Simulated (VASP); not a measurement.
Runs of VASP 6.6.1 on C2O3. The structure is that of space group Pn-3m (No. 224), or close to it. The cells are those of the table. 

| cell | k mesh | gap on the mesh (eV) | pressure (GPa) |
| --- | --- | --- | --- |
| a = 4.299 Å, 10 atoms | 13 × 13 × 13 | none | (a) |
| a = 4.329 Å, 10 atoms | 13 × 13 × 13 | none | 6.6 |
| a = 4.475 Å, 10 atoms | 9 × 9 × 9 | none | -7.7 |
| a = 4.475 Å, 10 atoms | 13 × 13 × 13 | none | -7.7 |

Alike in all rows: task single point; level PBE; potentials or basis VASP PAW PBE potentials, release 64 (C, O); no spin polarisation; cutoff (eV) 520; smearing fermi-dirac 0.0612256 eV.

Q: Estimate the missing entries.

A: (a) 10.5.

Caveats: the cell stands under pressure (at least some runs); the cell stands under tension (at least some runs).

A gap of «none» marks levels without a gap at the run's occupations.
